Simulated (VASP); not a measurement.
Set up this calculation in VASP 6.6.1, as the native input.

```yaml
Task: single point
Functional: PBE
Potentials_or_basis: VASP PAW PBE potentials, release 64 (Ta_pv, N)
Cutoff: 520 eV
k_mesh: 18 × 18 × 16
Occupations: gaussian, width 0.15 eV
Spin: no spin polarisation
Dipole_correction: no
Further_INCAR_settings: ALGO = Normal; EDIFF = 1e-06; NBANDS = 15
```

The structure of TaN lies in POSCAR:

```
TaN
1.0
    2.9945000000      0.0000000000      0.0000000000
   -1.4972500000      2.5933130716      0.0000000000
    0.0000000000      0.0000000000      2.6660000000
Ta N
1 1
Direct
    0.3333333333      0.6666666667      0.5000000000
    0.0000000000      0.0000000000      0.0000000000
```

One way to write it, as run:

INCAR

```
ALGO = Normal ; EDIFF = 1E-6
ENCUT = 520 ; GGA = PE
ISIF = 2 ; ISMEAR = 0
LASPH = T ; LCHARG = T
LELF = T ; LREAL = F
LVHAR = T ; LWAVE = F
NBANDS = 15 ; NELM = 100
PREC = Accurate ; SIGMA = 0.15
```

KPOINTS

```
k-points
0
Gamma
  18 18 16
```

Potentials or basis: VASP PAW PBE potentials, release 64 (Ta_pv, N).

Launch:

```sh
$ cat potpaw_PBE.64/Ta_pv/POTCAR potpaw_PBE.64/N/POTCAR > POTCAR
$ mpirun -np 1 vasp_std > vasp.out
```

It gave:

```json
{
  "Pressure": "26.7 GPa",
  "Band gap on the k mesh": "zero (bands 8 and 9 overlap by 0.33 eV)"
}
```

Caveat: the stress differs along the axes, from 2 to 77 GPa; spin-orbit coupling is left out, which moves the levels of the heavy elements.

It took 25 s on 1 thread of Intel(R) Xeon(R) 6975P-C (Granite Rapids) (shared host), peak memory 0.22 GiB.
